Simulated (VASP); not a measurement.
# MnF2 (P6/mmm) in VASP: a series of runs, part 2 of 2

VASP 6.6.1. Earlier steps stand in the parts before.

### 5 Single point, PBE, collinear spin, ferromagnetic start

This run uses another cell than the first one, of 11.29 Å³/atom.

Contents of INCAR:

```
SYSTEM = MnF2
ALGO = Normal ; EDIFF = 1E-6
ENCUT = 520 ; GGA = PE
ISIF = 2 ; ISMEAR = 0
ISPIN = 2 ; LASPH = .TRUE.
LCHARG = .FALSE. ; LMAXMIX = 4
LORBIT = 11 ; LREAL = .FALSE.
LWAVE = .FALSE. ; MAGMOM = 4.97 0 0
NBANDS = 24 ; NELM = 150
PREC = Accurate ; SIGMA = 0.02
```

Contents of KPOINTS:

```
k-points
0
G
  12 12 14
  0 0 0
```

Contents of POSCAR:

```
MnF2
1.0
    3.7746271719      0.0000000000      0.0000000000
   -1.8873135859      3.2689230207      0.0000000000
    0.0000000000      0.0000000000      2.7459252965
Mn F
1 2
Direct
    0.0000000000      0.0000000000      0.0000000000
    0.3333333333      0.6666666667      0.5000000000
    0.6666666667      0.3333333333      0.5000000000
```

Potentials or basis: VASP PAW PBE potentials, release 64 (Mn_pv, F).

Command:

```
$ cat potpaw_PBE.64/Mn_pv/POTCAR potpaw_PBE.64/F/POTCAR > POTCAR
$ mpirun -np 1 vasp_std > vasp.out
```

OUTCAR:

```text
SYSTEM = MnF2
   EDIFF = 1E-6
   ENCUT = 520
   GGA = PE
   ISIF = 2
   ISMEAR = 0
   ISPIN = 2
   LASPH = .TRUE.
   LORBIT = 11
   LREAL = .FALSE.
   NELM = 150
   PREC = Accurate

 ion  position               nearest neighbor table
   1  0.000  0.000  0.000-
   2  0.333  0.667  0.500-
   3  0.667  0.333  0.500-

  LATTYP: Found a hexagonal cell.
 ALAT       =     3.7746271719
 C/A-ratio  =     0.7274692762

  Lattice vectors:

 A1 = (   3.7746271719,   0.0000000000,   0.0000000000)
 A2 = (  -1.8873135859,   3.2689230207,   0.0000000000)
 A3 = (   0.0000000000,   0.0000000000,   2.7459252965)

Analysis of symmetry for initial positions (statically):
=====================================================================
 Subroutine PRICEL returns:
 Original cell was already a primitive cell.

 Routine SETGRP: Setting up the symmetry group for a
 hexagonal supercell.

 Subroutine GETGRP returns: Found 24 space group operations
 (whereof 24 operations were pure point group operations)
 out of a pool of 24 trial point group operations.

The static configuration has the point symmetry D_6h.

Analysis of symmetry for dynamics (positions and initial velocities):
=====================================================================
 Subroutine PRICEL returns:
 Original cell was already a primitive cell.

 Routine SETGRP: Setting up the symmetry group for a
 hexagonal supercell.

 Subroutine GETGRP returns: Found 24 space group operations
 (whereof 24 operations were pure point group operations)
 out of a pool of 24 trial point group operations.

The dynamic configuration has the point symmetry D_6h.

Analysis of structural, dynamic, and magnetic symmetry:
=====================================================================
 Subroutine PRICEL returns:
 Original cell was already a primitive cell.

[... 152 lines left out ...]
  ext. energy  EPLUGINS =         0.00000000
  ---------------------------------------------------
  free energy    TOTEN  =       -16.63410754 eV

  energy without entropy =      -16.63410754  energy(sigma->0) =      -16.63410754

 E-fermi :   3.1475     XC(G=0): -10.9532

 val. band max:        2.8989661779   @ k =   0.3333   0.3333   0.5000
 cond. band min:       3.4165088825   @ k =   0.0000   0.0000   0.0000
 fundamental gap:      0.5175427046
 Fermi energy:         3.1475175469

 spin component 1

 k-point     1 :       0.0000    0.0000    0.0000
  band No.  band energies     occupation
      1     -47.0236      1.00000
      2     -46.8853      1.00000
      3     -46.8853      1.00000
      4     -19.4711      1.00000
      5     -17.3227      1.00000
      6      -1.8476      1.00000
[... 637 lines left out ...]
     23      22.3255      0.00000
     24      27.1435      0.00000

 [... further k-points ...]

 spin component 2

 k-point     1 :       0.0000    0.0000    0.0000
  band No.  band energies     occupation
      1     -42.0982      1.00000
      2     -41.9198      1.00000
      3     -41.9198      1.00000
      4     -19.3021      1.00000
      5     -17.1449      1.00000
      6      -1.3270      1.00000
[... 637 lines left out ...]
     23      23.5603      0.00000
     24      27.5079      0.00000

 [... further k-points ...]

------------------------ aborting loop because EDIFF is reached ----------------------------------------

  FORCE on cell =-STRESS in cart. coord.  units (eV):
  Direction    XX          YY          ZZ          XY          YZ          ZX
  --------------------------------------------------------------------------------------
  -------------------------------------------------------------------------------------
  Total       -0.0910682     -0.0910682     -0.0581122     -0.0000000      0.0000000     -0.0000000
  in kB       -4.3063540     -4.3063540     -2.7479595     -0.0000000      0.0000000     -0.0000000
  external PRESSURE =      -3.7868891 kB  Pullay stress =       0.0000000 kB

 VOLUME and BASIS-vectors are now :
 -----------------------------------------------------------------------------
  energy-cutoff  :      520.00
  volume of cell :       33.88
      direct lattice vectors                 reciprocal lattice vectors
     3.774627172  0.000000000  0.000000000     0.264926827  0.152955575  0.000000000
    -1.887313586  3.268923021  0.000000000     0.000000000  0.305911150  0.000000000
     0.000000000  0.000000000  2.745925296     0.000000000  0.000000000  0.364175967

 POSITION                                       TOTAL-FORCE (eV/Angst)
 -----------------------------------------------------------------------------------
      0.00000      0.00000      0.00000         0.000000      0.000000      0.000000
     -0.00000      2.17928      1.37296         0.000000      0.000000      0.000000
      1.88731      1.08964      1.37296        -0.000000     -0.000000      0.000000
 -----------------------------------------------------------------------------------
    total drift:                               -0.000000      0.000000     -0.000000

  FREE ENERGIE OF THE ION-ELECTRON SYSTEM (eV)
  ---------------------------------------------------
  free  energy   TOTEN  =       -16.6341075362 eV

  energy  without entropy=      -16.6341075362  energy(sigma->0) =      -16.63410754

 total charge

# of ion       s       p       d       tot
------------------------------------------
    1        0.128   6.074   4.859  11.062
    2        1.750   4.303   0.000   6.053
    3        1.750   4.303   0.000   6.053
--------------------------------------------------
tot          3.628  14.681   4.859  23.168

 magnetization (x)

# of ion       s       p       d       tot
------------------------------------------
    1        0.027   0.018   4.532   4.578
    2        0.004   0.088   0.000   0.093
    3        0.004   0.088   0.000   0.093
--------------------------------------------------
tot          0.036   0.195   4.532   4.763
```

OSZICAR:

```text
N       E                     dE             d eps       ncg     rms          rms(c)
DAV:   1     0.275871696569E+03    0.27587E+03   -0.14991E+04 14608   0.128E+03
DAV:   2    -0.467393899732E+01   -0.28055E+03   -0.25971E+03 15768   0.384E+02
DAV:   3    -0.199997558301E+02   -0.15326E+02   -0.15232E+02 17040   0.964E+01
DAV:   4    -0.201322539303E+02   -0.13250E+00   -0.13249E+00 16688   0.939E+00
DAV:   5    -0.201337888978E+02   -0.15350E-02   -0.15349E-02 17456   0.993E-01    0.113E+01
DAV:   6    -0.167072717969E+02    0.34265E+01   -0.92459E+00 17184   0.281E+01    0.962E+00
DAV:   7    -0.166805885311E+02    0.26683E-01   -0.56161E-01 15064   0.713E+00    0.563E+00
DAV:   8    -0.166408748118E+02    0.39714E-01   -0.91816E-02 16872   0.272E+00    0.276E+00
DAV:   9    -0.166325259333E+02    0.83489E-02   -0.46568E-02 16432   0.228E+00    0.334E-01
DAV:  10    -0.166338373511E+02   -0.13114E-02   -0.40931E-03 16504   0.602E-01    0.148E-01
DAV:  11    -0.166339755434E+02   -0.13819E-03   -0.14834E-04 16440   0.103E-01    0.814E-02
DAV:  12    -0.166341051633E+02   -0.12962E-03   -0.73722E-05 15800   0.724E-02    0.336E-02
DAV:  13    -0.166341055985E+02   -0.43517E-06   -0.19221E-05 16592   0.413E-02    0.628E-03
DAV:  14    -0.166341075106E+02   -0.19121E-05   -0.37833E-06 16272   0.215E-02    0.500E-03
DAV:  15    -0.166341075362E+02   -0.25675E-07   -0.14080E-07  9624   0.535E-03
   1 F= -.16634108E+02 E0= -.16634108E+02  d E =-.472070E-72  mag=     5.0000
```

stdout:

```text
POSCAR found type information on POSCAR MnF
 POSCAR found :  2 types and       3 ions
 scaLAPACK will be used
 LDA part: xc-table for (Slater+PW92), standard interpolation
 POSCAR, INCAR and KPOINTS ok, starting setup
 FFT: planning ... GRIDC
 FFT: planning ... GRID_SOFT
 FFT: planning ... GRID
 WAVECAR not read
 entering main loop
```

Wall time 3.2 min (1 thread of Intel Xeon Platinum 8259CL at 2.50GHz (Skylake/Cascade Lake), shared host); peak memory 0.28 GiB.

Results:

```yaml
Free_energy: -16.6341 eV
Pressure: -0.4 GPa
Band_gap_on_the_k_mesh: 0.52 eV (least direct gap 1.09 eV)
Net_moment: 5.00 μB per cell
Site_moments: Mn +4.58; F +0.09 μB
Valence_electrons_inside_the_program's_atomic_spheres: Mn 11.06; F 6.05
```

Caveat: a cell with one magnetic atom can't hold antiferromagnetic order, which such compounds often take. A k mesh can miss the band edges.

### 6 Overview

| task | cell | k mesh | cutoff (eV) | smearing | gap on the mesh (eV) | pressure (GPa) | moment (μB) |
| --- | --- | --- | --- | --- | --- | --- | --- |
| single point | a = 3.229, b = 3.229, c = 3.445 Å, angles 90.0, 90.0, 120.0°, 3 atoms | 6 × 6 × 6 | 520 | gaussian 0.1 eV | none | 35.5 | 5.08 |
| single point | a = 3.773, b = 3.773, c = 2.744 Å, angles 90.0, 90.0, 120.0°, 3 atoms | 6 × 6 × 6 | 520 | gaussian 0.1 eV | 0.52 | -0.3 | 5.00 |
| relaxation of cell and atoms | relaxed from a = 3.229, b = 3.229, c = 3.445 Å, angles 90.0, 90.0, 120.0°, 3 atoms | 6 × 6 × 6 | 600 | gaussian 0.1 eV | 0.53 | 0.2 | 5.00 |
| single point | a = 3.775, b = 3.775, c = 2.746 Å, angles 90.0, 90.0, 120.0°, 3 atoms | 12 × 12 × 14 | 520 | gaussian 0.02 eV | 0.52 | -0.4 | 5.00 |

Alike in all rows: level PBE; potentials or basis VASP PAW PBE potentials, release 64 (Mn_pv, F); spin collinear, ferromagnetic start.

Caveats: some runs use coarse meshes; a cell with one magnetic atom can't hold antiferromagnetic order, which such compounds often take; semilocal functionals often make such compounds metallic where correlation or magnetic order opens a gap, which also shifts bond lengths (at least some runs); a cell axis changed by over 15 % at a fixed basis, so the end point is rough (at least some runs).

Absolute energies hang on the potentials; compare differences alone.

The gap in the log of VASP goes by the Fermi energy; the results here count the filled bands.